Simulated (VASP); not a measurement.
# Zn3N2 (Ia-3) in VASP: a series of runs, part 2 of 4

VASP 6.6.1. Earlier steps stand in the parts before.

## Step 3: Relaxation of cell and atoms, PBEsol

This run uses another cell than the first one, of 11.41 Å³/atom.

INCAR reads:

```
SYSTEM = Zn3N2
ALGO = Normal ; EDIFF = 1E-7
EDIFFG = -0.005 ; ENCUT = 600
GGA = PS ; IBRION = 2
ISIF = 3 ; ISMEAR = 0
KPAR = 8 ; LASPH = .TRUE.
LCHARG = .FALSE. ; LREAL = Auto
LWAVE = .FALSE. ; NELM = 80
NSW = 90 ; PREC = Accurate
SIGMA = 0.03
```

KPOINTS reads:

```
k-points
0
G
  4 4 4
  0 0 0
```

POSCAR reads:

```
Zn3N2                                   
1.0
   -4.8501324203      4.8501324203      4.8501324203
    4.8501324203     -4.8501324203      4.8501324203
    4.8501324203      4.8501324203     -4.8501324203
  Zn              N             
    24    16
Direct
     0.2773197367803198    0.0262340501367003    0.0488714801954735
     0.7489143133563808    0.2226802632196803    0.2715517434151538
     0.0226374300587732    0.4737659498632997    0.7510856866436192
     0.4773625699412268    0.2284482565848462    0.4511285198045264
     0.4511285198045264    0.4773625699412268    0.2284482565848462
     0.0262340501367003    0.0488714801954735    0.2773197367803198
     0.2715517434151538    0.7489143133563808    0.2226802632196803
     0.4737659498632997    0.7510856866436192    0.0226374300587732
     0.7510856866436192    0.0226374300587732    0.4737659498632997
     0.2226802632196803    0.2715517434151538    0.7489143133563808
     0.0488714801954735    0.2773197367803198    0.0262340501367003
     0.2284482565848462    0.4511285198045264    0.4773625699412268
     0.5262340501367003    0.2489143133563805    0.9773625699412269
     0.7284482565848464    0.2510856866436195    0.7773197367803198
     0.9737659498632997    0.9511285198045265    0.7226802632196802
     0.5488714801954735    0.5226374300587731    0.7715517434151536
     0.5226374300587731    0.7715517434151536    0.5488714801954735
     0.9773625699412269    0.5262340501367003    0.2489143133563805
     0.2510856866436195    0.7773197367803198    0.7284482565848464
     0.7226802632196802    0.9737659498632996    0.9511285198045265
     0.2489143133563805    0.9773625699412269    0.5262340501367004
     0.7773197367803198    0.7284482565848464    0.2510856866436195
     0.9511285198045265    0.7226802632196802    0.9737659498632997
     0.7715517434151536    0.5488714801954735    0.5226374300587731
     0.7299985998777329    0.4799985998777329    0.2500000000000000
     0.7500000000000000    0.7700014001222671    0.0200014001222671
     0.0200014001222671    0.7500000000000000    0.7700014001222671
     0.2500000000000000    0.7299985998777329    0.4799985998777329
     0.4799985998777329    0.2500000000000000    0.7299985998777329
     0.7700014001222671    0.0200014001222671    0.7500000000000000
     0.2700014001222671    0.5200014001222671    0.7500000000000000
     0.2500000000000000    0.2299985998777329    0.9799985998777329
     0.9799985998777329    0.2500000000000000    0.2299985998777329
     0.7500000000000000    0.2700014001222671    0.5200014001222671
     0.5200014001222671    0.7500000000000000    0.2700014001222671
     0.2299985998777329    0.9799985998777329    0.2500000000000000
     0.5000000000000000    1.0000000000000000    1.0000000000000000
     1.0000000000000000    1.0000000000000000    0.5000000000000000
     1.0000000000000000    0.5000000000000000    0.0000000000000000
     0.5000000000000000    0.5000000000000000    0.5000000000000000
```

Potentials or basis: VASP PAW PBE potentials, release 64 (Zn, N).

The run is started by

```console
$ cat potpaw_PBE.64/Zn/POTCAR potpaw_PBE.64/N/POTCAR > POTCAR
$ mpirun -np 8 vasp_std > vasp.out
```

It took 12 min on 8 MPI ranks of Intel Xeon 6975P-C (Granite Rapids), shared host; peak memory 1.2 GiB.

The run converged. Its results:

| Item | Value |
| --- | --- |
| Free energy | -173.9383 eV |
| Relaxed volume | 11.41 Å³/atom |
| Relaxed cell | a = 8.402 Å, b = 8.402 Å, c = 8.402 Å, α = 109.47°, β = 109.47°, γ = 109.47° |
| Space group after relaxing (to 0.1 Å) | Ia-3 (No. 206) |
| Energy gained by relaxing | 0.0 meV/atom |
| Ionic steps | 4 |
| Pressure after relaxing | 0.0 GPa |
| Largest force after relaxing | 0.003 eV/Å |
| Band gap on the k mesh | zero (filled and empty bands touch) |

Forces on the atoms (eV/Å):
```
Zn   0.000 -0.002 -0.001
Zn   0.001  0.000  0.002
Zn   0.000 -0.002  0.001
Zn   0.000  0.002 -0.001
Zn  -0.001  0.000  0.002
Zn  -0.002 -0.001  0.000
Zn   0.002  0.001  0.000
Zn  -0.002  0.001  0.000
Zn   0.001  0.000 -0.002
Zn   0.000  0.002  0.001
Zn  -0.001  0.000 -0.002
Zn   0.002 -0.001  0.000
Zn   0.002 -0.001  0.000
Zn  -0.002 -0.001  0.000
Zn   0.002  0.001  0.000
Zn   0.001  0.000 -0.002
Zn   0.000 -0.002  0.001
Zn   0.000  0.002 -0.001
Zn  -0.001  0.000 -0.002
Zn   0.000  0.002  0.001
Zn  -0.001  0.000  0.002
Zn   0.000 -0.002 -0.001
Zn   0.001  0.000  0.002
Zn  -0.002  0.001  0.000
N    0.000  0.000  0.003
N   -0.003  0.000  0.000
N    0.000 -0.003  0.000
N    0.003  0.000  0.000
N    0.000  0.003  0.000
N    0.000  0.000 -0.003
N    0.000  0.000 -0.003
N    0.003  0.000  0.000
N    0.000  0.003  0.000
N   -0.003  0.000  0.000
N    0.000 -0.003  0.000
N    0.000  0.000  0.003
N    0.000  0.000  0.000
N    0.000  0.000  0.000
N    0.000  0.000  0.000
N    0.000  0.000  0.000
```

The path:
| step | energy change (eV) | largest force (eV/Å) | pressure (GPa) | volume (Å³) |
| --- | --- | --- | --- | --- |
| 1 | 0.0000 | 0.0076 | 0.05 | 456.37 |
| 2 | -0.0001 | 0.0060 | -0.03 | 456.63 |
| 3 | -0.0001 | 0.0059 | -0.03 | 456.63 |
| 4 | -0.0002 | 0.0030 | -0.02 | 456.58 |

Final structure:
```
Zn N
1.0
    -4.85088    4.85088    4.85088
     4.85088   -4.85088    4.85088
     4.85088    4.85088   -4.85088
Zn N
24 16
Direct
  0.27730 0.02619 0.04877
  0.74889 0.22270 0.27147
  0.02258 0.47381 0.75111
  0.47742 0.22853 0.45123
  0.45123 0.47742 0.22853
  0.02619 0.04877 0.27730
  0.27147 0.74889 0.22270
  0.47381 0.75111 0.02258
  0.75111 0.02258 0.47381
  0.22270 0.27147 0.74889
  0.04877 0.27730 0.02619
  0.22853 0.45123 0.47742
  0.52619 0.24889 0.97742
  0.72853 0.25111 0.77730
  0.97381 0.95123 0.72270
  0.54877 0.52258 0.77147
  0.52258 0.77147 0.54877
  0.97742 0.52619 0.24889
  0.25111 0.77730 0.72853
  0.72270 0.97381 0.95123
  0.24889 0.97742 0.52619
  0.77730 0.72853 0.25111
  0.95123 0.72270 0.97381
  0.77147 0.54877 0.52258
  0.73007 0.48007 0.25000
  0.75000 0.76993 0.01993
  0.01993 0.75000 0.76993
  0.25000 0.73007 0.48007
  0.48007 0.25000 0.73007
  0.76993 0.01993 0.75000
  0.26993 0.51993 0.75000
  0.25000 0.23007 0.98007
  0.98007 0.25000 0.23007
  0.75000 0.26993 0.51993
  0.51993 0.75000 0.26993
  0.23007 0.98007 0.25000
  0.50000 0.00000 0.00000
  0.00000 0.00000 0.50000
  0.00000 0.50000 0.00000
  0.50000 0.50000 0.50000
```

Levels at points of the mesh, in eV from the Fermi level:
```tsv
k point	band 180	band 181	band 182	band 183	band 184	band 185	band 186	band 187	band 188	band 189
(0.00, 0.00, 0.00)	-0.76	-0.76	-0.19	-0.01	-0.01	-0.01	2.07	2.07	2.69	4.16
(0.50, 0.00, 0.00)	-0.93	-0.76	-0.76	-0.19	-0.19	2.05	2.05	3.12	3.12	3.22
(0.50, 0.50, 0.50)	-0.74	-0.74	-0.74	-0.63	-0.63	2.53	2.53	2.53	2.84	2.84
```

Caveat: the PAW data sets were made with another functional, which shifts forces and pressure a little.

(Continued in part 3 of 4.)
